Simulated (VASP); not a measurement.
Write the native input for VASP 6.6.1 that does the following.

| Quantity | Value |
| --- | --- |
| Task | single point |
| Functional | PBEsol |
| Potentials or basis | VASP PAW PBE potentials, release 64 (Ti_sv, Si) |
| Cutoff | 520 eV |
| k mesh | 12 × 12 × 12 |
| Occupations | fermi-dirac, width 0.08 eV |
| Spin | no spin polarisation |
| Dipole correction | no |
| Further INCAR settings | ALGO = Normal; EDIFF = 1e-06; NBANDS = 15 |

The structure of TiSi (zincblende type) lies in POSCAR:

```
TiSi
1.0
    0.0000000000      2.4794437881      2.4794437881
    2.4794437881      0.0000000000      2.4794437881
    2.4794437881      2.4794437881      0.0000000000
Ti Si
1 1
Direct
    0.0000000000      0.0000000000      0.0000000000
    0.2500000000      0.2500000000      0.2500000000
```

The input as run:

INCAR

```
PREC = Accurate
ENCUT = 520
EDIFF = 1E-6
ISMEAR = -1
SIGMA = 0.08
LREAL = False
LASPH = True
NELM = 100
ALGO = Normal
ISIF = 2
LWAVE = False
LCHARG = False
GGA = PS
NBANDS = 15
```

KPOINTS

```
Automatic mesh
0
Gamma
  12 12 12
```

Potentials or basis: VASP PAW PBE potentials, release 64 (Ti_sv, Si).

Command:

```sh
$ cat potpaw_PBE.64/Ti_sv/POTCAR potpaw_PBE.64/Si/POTCAR > POTCAR
$ mpirun -np 1 vasp_std > vasp.out
```

It gave:

| Item | Value |
| --- | --- |
| Pressure | 56.3 GPa |
| Band gap on the k mesh | zero (band 8 reaches 8.69 eV, above the bottom of band 9 at 7.80 eV) |

Caveat: the PAW data sets were made with another functional, which shifts forces and pressure a little.

It took 51 s on 1 thread of Intel(R) Xeon(R) Platinum 8259CL CPU @ 2.50GHz (Skylake/Cascade Lake), with other jobs on the host, peak memory 0.17 GiB.
